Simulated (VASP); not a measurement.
Set up this calculation in VASP 6.6.1, as the native input.

* Task: single point
* Functional: LDA
* Potentials or basis: VASP PAW LDA potentials, release 64 (O, H, Na_pv, Br)
* Cutoff: 520 eV
* k mesh: 1 × 1 × 1
* Occupations: fermi-dirac, width 0.02 eV
* Spin: no spin polarisation
* Dipole correction: no
* Further INCAR settings: ALGO = Normal; EDIFF = 1e-06; NBANDS = 58

The structure of NaH16BrO8 lies in POSCAR:

```
NaH16BrO8
1.0
    6.7853200000      0.0000000000      0.0000000000
    0.0000000000      6.7853200000      0.0000000000
    0.0000000000      0.0000000000      6.7853200000
O H Na Br
8 16 1 1
Direct
    0.5443811051      0.8535485430      0.6503009438
    0.1128907701      0.4872577859      0.0593487116
    0.8964499832      0.9546638920      0.4685261712
    0.1833517063      0.9625338230      0.2364368961
    0.3089021594      0.1974114706      0.8403877783
    0.4277174842      0.7292655321      0.9877058120
    0.3856708306      0.1705446464      0.4648122712
    0.9571840385      0.0558558771      0.8310440775
    0.6749129002      0.8592225569      0.5893310853
    0.4852681966      0.9828571092      0.5858529885
    0.0027706873      0.4029434131      0.1047260851
    0.1924301286      0.3897826484     -0.0190116310
    0.9313488531      1.0007191997      0.6099343878
    0.8711453550      1.0764120189      0.3942039580
    0.2764055343      0.8517505438      0.2184716417
    0.0787435228      0.9094044201      0.3241114642
    0.4330525311      0.1611125194      0.9113645340
    0.3494897809      0.1843243944      0.7015291836
    0.4990332070      0.7841781965      0.8610500315
    0.4919885871      0.6089322243      1.0224573049
    0.4616731414      0.2417129922      0.3563133353
    0.2985857705      0.0777413593      0.3744554420
    1.0865368177      0.1205396356      0.8399309097
    0.8506010033      0.1321234665      0.9023892757
    0.0809689152      0.7694994488      0.9256158884
    0.7197744543      0.3044661121      0.1364563499
```

The input as run:

INCAR

```
PREC = Accurate ; ENCUT = 520
EDIFF = 1E-6 ; ISMEAR = -1
SIGMA = 0.02 ; LREAL = F
LASPH = T ; NELM = 120
ALGO = Normal ; ISIF = 2
LWAVE = F ; LCHARG = T
LELF = T ; LVHAR = T
NBANDS = 58 ; GGA_COMPAT = F
```

KPOINTS

```
regular mesh
0
Gamma
  1 1 1
```

Potentials or basis: VASP PAW LDA potentials, release 64 (O, H, Na_pv, Br).

Launch:

```bash
$ cat potpaw_LDA.64/O/POTCAR potpaw_LDA.64/H/POTCAR potpaw_LDA.64/Na_pv/POTCAR potpaw_LDA.64/Br/POTCAR > POTCAR
$ mpirun -np 1 vasp_gam > vasp.out
```

Results of the run:

| Property | Result |
| --- | --- |
| Pressure | -0.2 GPa |
| Largest force | 1.981 eV/Å |
| Band gap on the k mesh | 4.16 eV |

Caveat: the k points lie up to 0.93 Å⁻¹ apart.

Run time: 19 s on 1 thread of Intel(R) Xeon(R) 6975P-C (Granite Rapids), with other jobs on the host, peak memory 0.26 GiB.
